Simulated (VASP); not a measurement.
Set up this calculation in VASP 6.6.1, as the native input.

```yaml
Task: single point
Functional: BLYP
Potentials_or_basis: VASP PAW PBE potentials, release 64 (Sb)
Cutoff: 520 eV
k_mesh: 6 × 6 × 6
Occupations: methfessel-paxton, width 0.1 eV
Spin: no spin polarisation
Dipole_correction: no
Further_INCAR_settings: ALGO = Normal; EDIFF = 1e-07; NBANDS = 12
```

The structure of Sb lies in POSCAR:

```
Sb
1.0
    2.1542000000      1.2437279499      3.7580000000
   -2.1542000000      1.2437279499      3.7580000000
    0.0000000000     -2.4874558998      3.7580000000
Sb
2
Direct
    0.7582551109      0.7554531590      0.7794554286
    0.2259858891      0.2231758410      0.2471835714
```

One way to write it, as run:

INCAR

```
AGGAC = 1.0 ; AGGAX = 1.0
ALDAC = 0.0 ; ALDAX = 1.0
ALGO = Normal ; EDIFF = 1E-7
ENCUT = 520 ; GGA = B5
ISIF = 2 ; ISMEAR = 1
LASPH = T ; LCHARG = F
LREAL = F ; LWAVE = F
NBANDS = 12 ; NELM = 60
PREC = Accurate ; SIGMA = 0.1
```

KPOINTS

```
k-points
0
Gamma
  6 6 6
```

Potentials or basis: VASP PAW PBE potentials, release 64 (Sb).

The run is started by

```bash
$ cat potpaw_PBE.64/Sb/POTCAR > POTCAR
$ mpirun -np 1 vasp_std > vasp.out
```

It gave:

The pressure is 7.2 GPa. The largest force is 0.065 eV/Å. The band gap on the k mesh is zero (band 5 reaches 7.79 eV, above the bottom of band 6 at 7.63 eV).

Caveat: the PAW data sets were made with another functional, which shifts forces and pressure a little; spin-orbit coupling is left out, which moves the levels of the heavy elements.

It took 38 s on 1 thread of Intel(R) Xeon(R) Platinum 8259CL CPU @ 2.50GHz (Skylake/Cascade Lake), on a shared host, peak memory 0.2 GiB.
